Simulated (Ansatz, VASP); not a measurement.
**SbSe5 in VASP and in Ansatz**

```
Sb Se
1.0
     4.04598   -2.78796   -0.00807
     4.04598    2.78796   -0.00807
    -3.79491    0.00000    7.90266
Sb Se
1 5
Cartesian
  -1.8975 0.0000 3.9513
  0.1664 -1.3515 5.6770
  4.1306 -1.3515 2.2095
  4.1306 1.3515 2.2095
  0.1664 1.3515 5.6770
  0.0000 0.0000 0.0000
```

Alike in both runs: functional PBE; k mesh 8 × 8 × 4; occupations gaussian, width 0.1 eV; no spin polarisation.

Ansatz relaxed the structure, and its values are those at the end. VASP's run is a single point on that final structure, the one shown.

|  | VASP | Ansatz |
| --- | --- | --- |
| version | VASP 6.6.1 | Ansatz 0.2.0 |
| potentials or method | VASP PAW PBE potentials, release 64 (Sb, Se), cutoff 520 eV | scalar-relativistic, plane waves, PAW |
| valence electrons in the cell | 35 | 95 |

VASP gave:

| Property | Result |
| --- | --- |
| gap on the k mesh at the Fermi level (eV) | none |
| pressure (GPa) | 0.0 |
| rms of the force components (eV/Å) | 0.004 |

Problem. Which values does Ansatz return?

Solution. gap on the k mesh at the Fermi level (eV): none; pressure (GPa): 0.0; rms of the force components (eV/Å): 0.001.

A gap of «none» marks a metal or a gap that the smearing closes. VASP's potentials hold 35 valence electrons a cell and Ansatz's 95, so a difference there can come from the potentials and not from the codes.

Neither program's run includes spin-orbit coupling.
